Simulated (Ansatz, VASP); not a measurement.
## Two plane-wave programs on TaBr4F

```
CELL_PARAMETERS angstrom
4.68118 0.00000 0.00000
0.00000 4.68118 0.00000
0.00000 0.00000 7.81481
ATOMIC_POSITIONS crystal
Ta 0.00000 0.00000 0.00000
Br 0.00000 0.00000 0.69670
Br 0.50000 0.50000 0.17903
Br 0.50000 0.50000 0.82097
Br 0.00000 0.00000 0.30330
F 0.50000 0.50000 0.50000
```

Change from the starting cell: species swapped into the YHoC4 type (P4/mmm, No. 123).

Alike in both runs: functional PBE; k mesh 4 × 4 × 4; occupations gaussian, width 0.1 eV; collinear spin.

Ansatz relaxed the structure, and its values are those at the end. VASP's run is a single point on that final structure, the one shown.

|  | VASP | Ansatz |
| --- | --- | --- |
| version | VASP 6.6.1 | Ansatz 0.2.0 |
| potentials or method | VASP PAW PBE potentials, release 64 (Ta_pv, Br, F), cutoff 520 eV | scalar-relativistic, plane waves, PAW |
| valence electrons in the cell | 46 | 48 |

|  | VASP | Ansatz | Ansatz less VASP |
| --- | --- | --- | --- |
| gap on the k mesh at the Fermi level (eV) | none | none | - |
| pressure (GPa) | 0.1 | 0.1 | +0.02 |
| rms of the force components (eV/Å) | 0.008 | 0.003 | -0.0045 |
| net moment per atom (μB) | 0.25 | 0.25 | 0.000 |
| size of the moment on the site where the two differ most (μB) | 1.17 | 0.83 | -0.342 |

Site moments also hang on the region over which each program counts them. A gap of «none» marks a metal or a gap that the smearing closes. The functional is the same, so the differences come from potentials, cutoffs and numerics. VASP's potentials hold 46 valence electrons a cell and Ansatz's 48, so a difference there can come from the potentials and not from the codes.

Neither program's run includes spin-orbit coupling.
